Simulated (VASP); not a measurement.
Here is a VASP 6.6.1 calculation.

The input INCAR:

```
SYSTEM = Zn
  PREC = Accurate
  ENCUT = 600
  EDIFF = 1E-7
  ISMEAR = 0
  SIGMA = 0.05
  LREAL = .False.
  LASPH = .True.
  NELM = 100
  ALGO = Normal
  ISIF = 3
  LWAVE = .False.
  LCHARG = .False.
  GGA = PS
  IBRION = 2
  NSW = 60
  EDIFFG = -0.01
```

Contents of KPOINTS:

```
regular mesh
0
Gamma
  10 10 5
  0 0 0
```

Contents of POSCAR:

```
Zn
1.0
    2.6700000000      0.0000000000      0.0000000000
   -1.3350000000      2.3122878281      0.0000000000
    0.0000000000      0.0000000000      4.9660000000
Zn
2
Direct
    0.3333333333      0.6666666667      0.2500000000
    0.6666666667      0.3333333333      0.7500000000
```

Potentials or basis: VASP PAW PBE potentials, release 64 (Zn).

Run with:

```bash
$ cat potpaw_PBE.64/Zn/POTCAR > POTCAR
$ mpirun -np 1 vasp_std > vasp.out
```

**Question.** What does it give for the relaxed volume?

**Answer.** 14.26 Å³/atom.

**Question.** Predict the space group after relaxing (to 0.05 Å).

**Answer.** P6_3/mmc (No. 194).

**Question.** Predict the band gap on the k mesh.

**Answer.** Zero (band 12 reaches 4.52 eV, above the bottom of band 13 at 0.41 eV).

**Question.** What does it give for the relaxed cell?

**Answer.** a = 2.607 Å, b = 2.607 Å, c = 4.847 Å, α = 90.00°, β = 90.00°, γ = 120.00°.

Final structure:
```
Zn
1.0
     2.60699    0.00000    0.00000
    -1.30350    2.25772    0.00000
     0.00000    0.00000    4.84675
Zn
2
Cartesian
  0.0000 1.5051 1.2117
  1.3035 0.7526 3.6351
```

Caveat: the PAW data sets were made with another functional, which shifts forces and pressure a little.
